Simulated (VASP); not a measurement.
# Zr (P6_3/mmc) in VASP: a series of runs

Zr is run at these levels: LDA; tasks: single point.

Program: VASP 6.6.1. These are calculated values, not measurements. Logs are shortened: lines on timing, memory, paths and dates and some standing lists are left out, and cuts for length are marked.

## Step 1: The cell of the first run

It takes space group P6_3/mmc (No. 194, hexagonal). Conventional cell: a = 2.987 Å, b = 2.987 Å, c = 4.986 Å, α = 90.00°, β = 90.00°, γ = 120.00°. Zr (site symmetry -6m2) has 12 Zr at 2.99 to 3.03 Å within 3.9 Å.

## Step 2: Single point, LDA

Input file INCAR:

```
SYSTEM = Zr
  PREC = Accurate
  ENCUT = 520
  EDIFF = 1E-6
  ISMEAR = -1
  SIGMA = 0.1
  LREAL = .FALSE.
  LASPH = .TRUE.
  NELM = 100
  ALGO = Normal
  ISIF = 2
  LWAVE = .FALSE.
  LCHARG = .FALSE.
  NBANDS = 19
```

Input file KPOINTS:

```
Automatic mesh
0
G
  15 15 8
  0 0 0
```

Input file POSCAR:

```
Zr
1.0
    2.9874629093      0.0000000000      0.0000000000
   -1.4937314546      2.5872187724      0.0000000000
    0.0000000000      0.0000000000      4.9859244614
Zr
2
Direct
    0.3333333333      0.6666666667      0.2500000000
    0.6666666667      0.3333333333      0.7500000000
```

Potentials or basis: VASP PAW LDA potentials, release 64 (Zr_sv).

Run with:

```console
$ cat potpaw_LDA.64/Zr_sv/POTCAR > POTCAR
$ mpirun -np 1 vasp_std > vasp.out
```

OUTCAR:

```text
SYSTEM = Zr
   PREC = Accurate
   ENCUT = 520
   EDIFF = 1E-6
   ISMEAR = -1
   LREAL = .FALSE.
   LASPH = .TRUE.
   NELM = 100
   ISIF = 2

 ion  position               nearest neighbor table
   1  0.333  0.667  0.250-   2 3.03   2 3.03   2 3.03   2 3.03   2 3.03   2 3.03
   2  0.667  0.333  0.750-   1 3.03   1 3.03   1 3.03   1 3.03   1 3.03   1 3.03

  LATTYP: Found a hexagonal cell.
 ALAT       =     2.9874629093
 C/A-ratio  =     1.6689494105

  Lattice vectors:

 A1 = (   2.9874629093,   0.0000000000,   0.0000000000)
 A2 = (  -1.4937314546,   2.5872187724,   0.0000000000)
 A3 = (   0.0000000000,   0.0000000000,   4.9859244614)

Analysis of symmetry for initial positions (statically):
=====================================================================
 Subroutine PRICEL returns:
 Original cell was already a primitive cell.

 Routine SETGRP: Setting up the symmetry group for a
 hexagonal supercell.

 Subroutine GETGRP returns: Found 24 space group operations
 (whereof 12 operations were pure point group operations)
 out of a pool of 24 trial point group operations.

The static configuration has the point symmetry D_3d.
 The point group associated with its full space group is D_6h.

Analysis of symmetry for dynamics (positions and initial velocities):
=====================================================================
 Subroutine PRICEL returns:
 Original cell was already a primitive cell.

 Routine SETGRP: Setting up the symmetry group for a
 hexagonal supercell.

 Subroutine GETGRP returns: Found 24 space group operations
 (whereof 12 operations were pure point group operations)
 out of a pool of 24 trial point group operations.

The dynamic configuration has the point symmetry D_3d.
 The point group associated with its full space group is D_6h.

 Subroutine INISYM returns: Found 24 space group operations
 (whereof 12 operations are pure point group operations),
 and found     1 'primitive' translations

----------------------------------------------------------------------------------------

                                     Primitive cell

  volume of cell :      38.5373

  direct lattice vectors                    reciprocal lattice vectors
     2.987462909  0.000000000  0.000000000     0.334732189  0.193257720  0.000000000
    -1.493731455  2.587218772  0.000000000     0.000000000  0.386515439  0.000000000
     0.000000000  0.000000000  4.985924461     0.000000000  0.000000000  0.200564611

  length of vectors
[... 81 lines left out ...]
   NELM   =    100;   NELMIN=  2; NELMDL= -5     # of ELM steps
   EDIFF  = 0.1E-05   stopping-criterion for ELM
   LREAL  =      F    real-space projection
   EDIFFG = 0.1E-04   stopping-criterion for IOM
   NSW    =      0    number of steps for IOM
   IBRION =     -1    ionic relax: 0-MD 1-quasi-New 2-CG
   NFREE  =      0    steps in history (QN), initial steepest desc. (CG)
   ISIF   =      2    stress and relaxation
   ISYM   =      2    0-nonsym 1-usesym 2-fastsym
   POTIM  = 0.5000    time-step for ionic-motion
   TEBEG  =    0.0;   TEEND  =   0.0 temperature during run
   PSTRESS=    0.0 pullay stress
   NELECT =      24.0000    total number of electrons
   NUPDOWN=      -1.0000    fix difference up-down
   EMIN   =  10.00;   EMAX   =-10.00  energy-range for DOS
   EFERMI =   0.00;   METHOD = LEGACY
   ISMEAR =    -1;   SIGMA  =   0.10  broadening in eV -4-tet -1-fermi 0-gaus
   EFERMI_NEDOS =   21; number of points for ismear=-14 and -15
   IALGO  =     38    algorithm
   IMIX   =      4    mixing-type and parameters
     AMIX     =   0.40;   BMIX     =  1.00
     AMIX_MAG =   1.60;   BMIX_MAG =  1.00
  volume/ion in A,a.u.               =      19.27       130.03
  Fermi-wavevector in a.u.,A,eV,Ry     =   1.398035  2.641904 26.592622  1.954503
  Thomas-Fermi vector in A             =   2.521233
   LORBIT       =      0    0 simple, 1 ext, 2 COOP (PROOUT), +10 PAW based schemes
   GGA     = CA    functional components
   LHFCALC =     F    Hartree Fock is set to
   AEXX    =    0.0000 exact exchange contribution
   IVDW    =     0    specifies the selected vdW correction
   LEPSILON=     F    determine dielectric tensor
   LRPA    =     F    only Hartree local field effects (RPA)
 non-spin polarized calculation
  energy-cutoff  :      520.00
  volume of cell :       38.54
 maximum number of plane-waves:      1062
 NGX is ok and might be reduce to    24
   NGX = 11   NGY = 11   NGZ = 19

 number of electron      24.0000000 magnetization

 Free energy of the ion-electron system (eV)
  ---------------------------------------------------
  ext. energy  EPLUGINS =         0.00000000
  ---------------------------------------------------
  free energy    TOTEN  =       -18.39615486 eV

  energy without entropy =      -18.33446112  energy(sigma->0) =      -18.36530799

 E-fermi :  11.0155     XC(G=0): -12.1812

 val. band max:       11.0022660962   @ k =   0.2000   0.2000   0.5000
 cond. band min:      11.0159713072   @ k =   0.3333   0.2000   0.2500
 fundamental gap:      0.0137052109
 Fermi energy:        11.0154935319

 k-point     1 :       0.0000    0.0000    0.0000
  band No.  band energies     occupation
      1     -37.2105      2.00000
      2     -36.9253      2.00000
      3     -16.2109      2.00000
      4     -14.6489      2.00000
      5     -14.6489      2.00000
      6     -14.5359      2.00000
[... 505 lines left out ...]
      6     -15.3189      2.00000
[... 11 lines left out ...]
     18      16.7728      0.00000
     19      19.4159      0.00000

 [... further k-points ...]

------------------------ aborting loop because EDIFF is reached ----------------------------------------

  FORCE on cell =-STRESS in cart. coord.  units (eV):
  Direction    XX          YY          ZZ          XY          YZ          ZX
  --------------------------------------------------------------------------------------
  -------------------------------------------------------------------------------------
  Total        3.6306468      3.6306468      3.6479599      0.0000000      0.0000000      0.0000000
  in kB      150.9430822    150.9430822    151.6628712      0.0000000      0.0000000      0.0000000
  external PRESSURE =     151.1830119 kB  Pullay stress =       0.0000000 kB

 VOLUME and BASIS-vectors are now :
 -----------------------------------------------------------------------------
  energy-cutoff  :      520.00
  volume of cell :       38.54
      direct lattice vectors                 reciprocal lattice vectors
     2.987462909  0.000000000  0.000000000     0.334732189  0.193257720  0.000000000
    -1.493731455  2.587218772  0.000000000     0.000000000  0.386515439  0.000000000
     0.000000000  0.000000000  4.985924461     0.000000000  0.000000000  0.200564611

 POSITION                                       TOTAL-FORCE (eV/Angst)
 -----------------------------------------------------------------------------------
     -0.00000      1.72481      1.24648         0.000000      0.000000      0.000000
      1.49373      0.86241      3.73944        -0.000000     -0.000000      0.000000
 -----------------------------------------------------------------------------------
    total drift:                               -0.000000      0.000000     -0.000000

  FREE ENERGIE OF THE ION-ELECTRON SYSTEM (eV)
  ---------------------------------------------------
  free  energy   TOTEN  =       -18.3961548593 eV

  energy  without entropy=      -18.3344611158  energy(sigma->0) =      -18.36530799
```

OSZICAR:

```text
N       E                     dE             d eps       ncg     rms          rms(c)
DAV:   1     0.221323578259E+03    0.22132E+03   -0.13516E+04  5130   0.129E+03
DAV:   2    -0.278352102244E+01   -0.22411E+03   -0.21952E+03  5938   0.380E+02
DAV:   3    -0.185457035011E+02   -0.15762E+02   -0.15581E+02  9110   0.741E+01
DAV:   4    -0.189013996381E+02   -0.35570E+00   -0.35523E+00  6004   0.113E+01
DAV:   5    -0.189114437727E+02   -0.10044E-01   -0.10042E-01  7313   0.133E+00    0.207E+01
DAV:   6    -0.184634388099E+02    0.44800E+00   -0.68613E-01  6049   0.653E+00    0.910E+00
DAV:   7    -0.183902836442E+02    0.73155E-01   -0.48543E-01  7080   0.468E+00    0.112E+00
DAV:   8    -0.183964204370E+02   -0.61368E-02   -0.45953E-02  6670   0.183E+00    0.113E-01
DAV:   9    -0.183961767455E+02    0.24369E-03   -0.10450E-03  6009   0.315E-01    0.479E-02
DAV:  10    -0.183961553471E+02    0.21398E-04   -0.41800E-05  6545   0.615E-02    0.931E-03
DAV:  11    -0.183961548593E+02    0.48781E-06   -0.26894E-06  4674   0.142E-02
   1 F= -.18396155E+02 E0= -.18365308E+02  d E =-.616937E-01
```

It took 25 s on 1 thread of Intel Xeon 6975P-C (Granite Rapids), shared host; peak memory 0.19 GiB.

What came out:

- Free energy: -18.3962 eV
- Pressure: 15.1 GPa
- Band gap on the k mesh: zero (band 12 reaches 12.11 eV, above the bottom of band 13 at 10.69 eV)

## Step 3: Single point, LDA

Input file INCAR:

```
  PREC = Accurate
  ENCUT = 520
  EDIFF = 1E-6
  ISMEAR = -1
  SIGMA = 0.1
  LREAL = F
  LASPH = T
  NELM = 60
  ALGO = Normal
  ISIF = 2
  LWAVE = F
  LCHARG = F
  NBANDS = 19
```

Input file KPOINTS:

```
regular mesh
0
Gamma
  15 15 8
```

Input file POSCAR:

```
Zr
1.0
    2.9876615009      0.0000000000      0.0000000000
   -1.4938307504      2.5873907577      0.0000000000
    0.0000000000      0.0000000000      4.9863227348
Zr
2
Direct
    0.3333333333      0.6666666667      0.2500000000
    0.6666666667      0.3333333333      0.7500000000
```

Potentials or basis: VASP PAW LDA potentials, release 64 (Zr_sv).

Run with:

```console
$ cat potpaw_LDA.64/Zr_sv/POTCAR > POTCAR
$ mpirun -np 1 vasp_std > vasp.out
```

Wall time 25 s (1 thread of Intel Xeon 6975P-C (Granite Rapids), shared host); peak memory 0.2 GiB.

The run converged. Its results:

| Property | Result |
| --- | --- |
| Free energy | -18.3969 eV |
| Pressure | 15.1 GPa |
| Band gap on the k mesh | zero (band 12 reaches 12.11 eV, above the bottom of band 13 at 10.69 eV) |

Levels at points of the mesh, in eV from the Fermi level:
| k point | band 8 | band 9 | band 10 | band 11 | band 12 | band 13 | band 14 | band 15 | band 16 | band 17 |
| --- | --- | --- | --- | --- | --- | --- | --- | --- | --- | --- |
| (0.00, 0.00, 0.00) | -25.47 | -5.80 | -3.48 | 0.61 | 0.98 | 0.98 | 1.74 | 1.74 | 1.80 | 2.91 |
| (0.00, 0.00, 0.50) | -25.57 | -3.97 | -3.97 | -0.13 | -0.13 | 0.95 | 0.95 | 0.95 | 0.95 | 4.87 |

[end of part 1 of 2]
